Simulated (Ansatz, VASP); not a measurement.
# Pb: VASP beside Ansatz

```
CELL_PARAMETERS angstrom
3.57074 0.00000 0.00000
-1.78537 3.09236 0.00000
0.00000 0.00000 11.64651
ATOMIC_POSITIONS crystal
Pb 0.66667 0.33333 0.75000
Pb 0.00000 0.00000 0.50000
Pb 0.33333 0.66667 0.25000
Pb 0.00000 0.00000 0.00000
```

Alike in both runs: task single point; functional LDA; k mesh 9 × 9 × 3; occupations fermi-dirac, width 0.05 eV; no spin polarisation.

```csv
,VASP,Ansatz
version,VASP 6.6.1,Ansatz 0.2.0
potentials or method,"VASP PAW LDA potentials, release 64 (Pb_d)",Ansatz PAW
plane-wave cutoff (eV),520,420
valence electrons in the cell,56,56
```

```csv
,VASP,Ansatz,Ansatz less VASP
gap on the k mesh at the Fermi level (eV),none,none,-
pressure (GPa),-4.4,-4.4,+0.07
"traceless stress, the component that is largest in VASP (GPa)",0.22,0.22,-0.007
```

LDA's correlation is that of Perdew and Zunger in VASP and of Perdew and Wang (1992) in Ansatz. A gap of «none» marks a metal or a gap that the smearing closes.

Spin-orbit coupling is off throughout.
